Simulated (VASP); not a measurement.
Ge:

```
CELL_PARAMETERS angstrom
1.33970 -2.27601 0.00000
1.33970 2.27601 0.00000
0.00000 0.00000 3.91961
ATOMIC_POSITIONS crystal
Ge 0.50000 0.50000 0.00000
```

- Program: VASP 6.6.1
- Task: relaxation of cell and atoms
- Functional: PBE
- Potentials or basis: VASP PAW PBE potentials, release 64 (Ge_d)
- Cutoff: 600 eV
- k mesh: 8 × 8 × 4
- Occupations: gaussian, width 0.1 eV
- Spin: no spin polarisation

At the start: pressure 6.8 GPa; volume 23.90 Å³/atom.

Q: How do energy, volume and symmetry change on relaxing?

A: Over 28 steps the energy falls by 594.8 meV/atom and the volume is 19.83 Å³/atom (-17.1 %); space group P6/mmm (No. 191, to 0.05 Å).

The path:
```tsv
step	energy change (eV)	largest force (eV/Å)	pressure (GPa)	volume (Å³)
1	0.0000	0.0000	6.84	23.90
2	-0.0645	0.0000	-4.68	27.51
3	-0.0938	0.0000	-1.55	26.09
4	-0.0939	0.0000	-1.31	26.01
5	-0.1074	0.0000	-1.55	25.47
6	-0.1880	0.0000	-2.71	23.79
7	-0.4360	0.0000	-1.64	20.26
8	5.9411	0.0000	229.00	12.55
9	-0.4432	0.0000	-1.27	20.11
10	-0.4767	0.0000	2.23	19.19
11	-0.0938	0.0000	33.23	15.94
12	-0.4851	0.0000	3.57	18.90
13	-0.4871	0.0000	4.71	18.65
14	-0.4893	0.0000	5.23	18.57
15	-0.4894	0.0000	5.15	18.57
16	-0.4945	0.0000	4.72	18.66
17	-0.5075	0.0000	3.39	18.91
18	-0.5248	0.0000	1.06	19.43
19	-0.5372	0.0000	-2.63	20.47
20	-0.5529	0.0000	-3.03	20.48
21	-0.5901	0.0000	-2.06	20.47
22	-0.5901	0.0000	-2.18	20.47
23	-0.5939	0.0000	-1.07	20.12
24	-0.5945	0.0000	0.49	19.70
25	-0.5948	0.0000	0.10	19.83
26	-0.5948	0.0000	-0.03	19.86
27	-0.5948	0.0000	0.02	19.84
28	-0.5948	0.0000	0.02	19.83
```

Final structure:
```
Ge
1.0
     1.50557   -2.60687    0.00000
     1.50557    2.60687    0.00000
     0.00000    0.00000    2.52585
Ge
1
Direct
  0.50000 0.50000 0.00000
```

Caveat: the k points lie up to 0.62 Å⁻¹ apart in the final cell; the volume moved by over 15 % at a fixed basis, so the end points are rough.
